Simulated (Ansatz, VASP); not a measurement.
# Sn2F: VASP beside Ansatz

```
CELL_PARAMETERS angstrom
0.00000 3.25444 3.25444
3.25444 0.00000 3.25444
3.25444 3.25444 0.00000
ATOMIC_POSITIONS crystal
Sn 0.25000 0.25000 0.25000
Sn 0.75000 0.75000 0.75000
F 0.50000 0.50000 0.50000
```

Alike in both runs: functional PBE; k mesh 12 × 12 × 12; occupations gaussian, width 0.1 eV; no spin polarisation.

Ansatz relaxed the structure, and its values are those at the end. VASP's run is a single point on that final structure, the one shown.

|  | VASP | Ansatz |
| --- | --- | --- |
| version | VASP 6.6.1 | Ansatz 0.2.0 |
| potentials or method | VASP PAW PBE potentials, release 64 (Sn_d, F), cutoff 520 eV | scalar-relativistic, plane waves, PAW |
| valence electrons in the cell | 35 | 35 |

|  | VASP | Ansatz | Ansatz less VASP |
| --- | --- | --- | --- |
| gap on the k mesh at the Fermi level (eV) | none | none | - |
| pressure (GPa) | -0.2 | 0.0 | +0.16 |

A gap of «none» marks a metal or a gap that the smearing closes.
